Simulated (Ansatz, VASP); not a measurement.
Sn in VASP and in Ansatz

INCAR

```
ALGO = Normal
EDIFF = 1E-6
ENCUT = 520
GGA = PE
ISIF = 2
ISMEAR = -1
LASPH = True
LCHARG = True
LELF = True
LREAL = False
LVHAR = True
LWAVE = False
NBANDS = 21
NELM = 100
PREC = Accurate
SIGMA = 0.05
```

KPOINTS

```
k-points
0
Gamma
  13 13 7
```

File POSCAR:

```
Sn
1.0
    3.1706627878      0.0000000000      0.0000000000
   -1.5853313939      2.7458745210      0.0000000000
    0.0000000000      0.0000000000      5.0953260430
Sn
2
Direct
    0.3333333333      0.6666666667      0.2500000000
    0.6666666667      0.3333333333      0.7500000000
```

Input for Ansatz:

```yaml
crystal:
  lattice:
    - [3.1706627878, 0.0, 0.0]
    - [-1.5853313939, 2.745874521, 0.0]
    - [0.0, 0.0, 5.095326043]
  atoms:
    - { symbol: Sn, position: [0.3333333333, 0.6666666667, 0.25] }
    - { symbol: Sn, position: [0.6666666667, 0.3333333333, 0.75] }
kpoints:
  mp_grid: { grid: [13, 13, 7] }
scf:
  occupations: { method: fermi_dirac, width: 0.05 }
hamiltonian:
  xc: pbe
  pseudopotentials: { kind: nc }
output:
  forces: true
  stress: true
  eigenvalues: true
```

Change from the starting cell: volume scaled by 0.8, norm-conserving files.

Alike in both runs: task single point; functional PBE; k mesh 13 × 13 × 7; occupations fermi-dirac, width 0.05 eV; no spin polarisation.

|  | VASP | Ansatz |
| --- | --- | --- |
| version | VASP 6.6.1 | Ansatz 0.2.0 |
| potentials or method | VASP PAW PBE potentials, release 64 (Sn_d) | norm-conserving pseudopotentials, scalar-relativistic |
| plane-wave cutoff (eV) | 520 | 980 |
| valence electrons in the cell | 28 | 28 |

```csv
,VASP,Ansatz,Ansatz less VASP
pressure (GPa),17.9,18.0,+0.11
```
